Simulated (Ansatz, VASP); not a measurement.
## As in VASP and in Ansatz

INCAR

```
PREC     = Accurate       # precision mode
ENCUT    = 520            # plane-wave cutoff, eV
EDIFF    = 1E-6           # SCF threshold, eV
ISMEAR   = -1             # smearing method
SIGMA    = 0.1            # smearing width, eV
LREAL    = F              # projectors in reciprocal space
LASPH    = T              # aspherical terms in the spheres
NELM     = 100            # most SCF steps
ALGO     = Normal         # electronic algorithm
ISIF     = 2              # what is computed and relaxed
LWAVE    = F              # write WAVECAR
LCHARG   = F              # write CHGCAR
GGA      = PS             # functional
NBANDS   = 12             # bands
```

The input KPOINTS:

```
Automatic mesh
0
Gamma
  13 13 8
```

The input POSCAR:

```
As
1.0
    2.9022008434      0.0000000000      0.0000000000
   -1.4511004217      2.5133796573      0.0000000000
    0.0000000000      0.0000000000      4.4351697889
As
2
Direct
    0.3333333333      0.6666666667      0.2500000000
    0.6666666667      0.3333333333      0.7500000000
```

Input for Ansatz:

```yaml
crystal:
  lattice:
    - [2.9022008434, 0.0, 0.0]
    - [-1.4511004217, 2.5133796573, 0.0]
    - [0.0, 0.0, 4.4351697889]
  atoms:
    - { symbol: As, position: [0.3333333333, 0.6666666667, 0.25] }
    - { symbol: As, position: [0.6666666667, 0.3333333333, 0.75] }
hamiltonian:
  xc: pbesol
  pseudopotentials:
    kind: paw
    azcp:
      As: "pseudopotentials/As.paw.azcp"
basis:
  ecutwfc: 420
  fft_grid_basis: typed
kpoints:
  mp_grid: { grid: [13, 13, 8], shift: [0, 0, 0] }
magnetization:
  spin_polarized: false
scf:
  occupations: { method: fermi_dirac, width: 0.1 }
  lower_state_search: "off"
output:
  stress: true
  write_density: true
  write_potential: true
  elf: true
  volumetric_format: npy
```

Alike in both runs: task single point; functional PBEsol; k mesh 13 × 13 × 8; occupations fermi-dirac, width 0.1 eV; no spin polarisation.

|  | VASP | Ansatz |
| --- | --- | --- |
| version | VASP 6.6.1 | Ansatz 0.2.0 |
| potentials or method | VASP PAW PBE potentials, release 64 (As), cutoff 520 eV | plane waves (420 eV) with PAW, scalar-relativistic |
| valence electrons in the cell | 10 | 30 |

Ansatz gave:

```
pressure (GPa)                                                : 15.3
traceless stress, the component that is largest in VASP (GPa) : -0.36
```

Estimate VASP's values.

pressure (GPa): 15.8; traceless stress, the component that is largest in VASP (GPa): -0.32.

VASP's potentials were made for PBE, not for PBEsol, and Ansatz warns of the same on its side. The functional is the same, so the differences come from potentials, cutoffs and numerics. VASP's potentials hold 10 valence electrons a cell and Ansatz's 30, so a difference there can come from the potentials and not from the codes.
